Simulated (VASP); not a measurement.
The system is Nb.

```xyz
2
Lattice="0.0000 2.8951 2.8951 2.8951 0.0000 2.8951 2.8951 2.8951 0.0000" Properties=species:S:1:pos:R:3 pbc="T T T"
Nb    0.7238    0.7238    0.7238
Nb    5.0665    5.0665    5.0665
```

```yaml
Program: VASP 6.6.1
Task: relaxation of cell and atoms
Functional: PBE
Potentials_or_basis: VASP PAW PBE potentials, release 64 (Nb_sv)
Cutoff: 600 eV
k_mesh: 9 × 9 × 9
Occupations: fermi-dirac, width 0.1 eV
Spin: no spin polarisation
```

At the start: pressure 4.8 GPa; volume 24.27 Å³/atom.

**Question.** Where does the relaxation end?

**Answer.** Over 3 steps the energy falls by 23.0 meV/atom and the volume is 25.88 Å³/atom (+6.6 %); space group Fd-3m (No. 227, to 0.05 Å).

The path:
```csv
step,energy change (eV),largest force (eV/Å),pressure (GPa),volume (Å³)
1,0.0000,0.0000,4.81,48.53
2,-0.0298,0.0000,-2.42,53.83
3,-0.0460,0.0000,-0.02,51.76
```

Final structure:
```cif
data_structure
_symmetry_space_group_name_H-M 'P 1'
_symmetry_Int_Tables_number 1
_cell_length_a 4.1831
_cell_length_b 4.1831
_cell_length_c 4.1831
_cell_angle_alpha 60.000
_cell_angle_beta 60.000
_cell_angle_gamma 60.000
_cell_volume 51.76
loop_
_atom_site_label
_atom_site_type_symbol
_atom_site_fract_x
_atom_site_fract_y
_atom_site_fract_z
_atom_site_occupancy
Nb1 Nb 0.12500 0.12500 0.12500 1
Nb2 Nb 0.87500 0.87500 0.87500 1
```
